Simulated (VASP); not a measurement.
Runs of VASP 6.6.1 on TaN. The structure is that of space group P-6m2 (No. 187), or close to it. The cells are those of the table. 

| cell | gap on the mesh (eV) | pressure (GPa) | largest force (eV/Å) |
| --- | --- | --- | --- |
| a = 2.850, b = 2.983, c = 2.883 Å, angles 90.0, 90.0, 118.5°, 2 atoms | none | -3.1 | 0.08 |
| a = 2.997, b = 2.909, c = 2.883 Å, angles 90.0, 90.0, 121.0°, 2 atoms | none | (a) | 0.08 |
| a = 2.967, b = 2.923, c = 2.883 Å, angles 90.0, 90.0, 120.5°, 2 atoms | none | -4.0 | 0.04 |
| a = 2.879, b = 2.968, c = 2.883 Å, angles 90.0, 90.0, 119.0°, 2 atoms | none | -3.6 | 0.06 |
| a = 3.026, b = 2.895, c = 2.883 Å, angles 90.0, 90.0, 121.5°, 2 atoms | none | -3.1 | 0.14 |

Alike in all rows: task single point; level PBEsol; potentials or basis VASP PAW PBE potentials, release 64 (Ta_pv, N); no spin polarisation; k mesh 18 × 18 × 16; cutoff (eV) 520; smearing gaussian 0.15 eV.

Q: Fill in the values left out.

A: (a) -3.7.

Caveats: the cell stands under tension; the PAW data sets were made with another functional, which shifts forces and pressure a little; spin-orbit coupling is left out, which moves the levels of the heavy elements.

A k mesh can miss the band edges, and the runs leave out spin-orbit coupling on Ta.

A gap of «none» marks levels without a gap at the run's occupations.
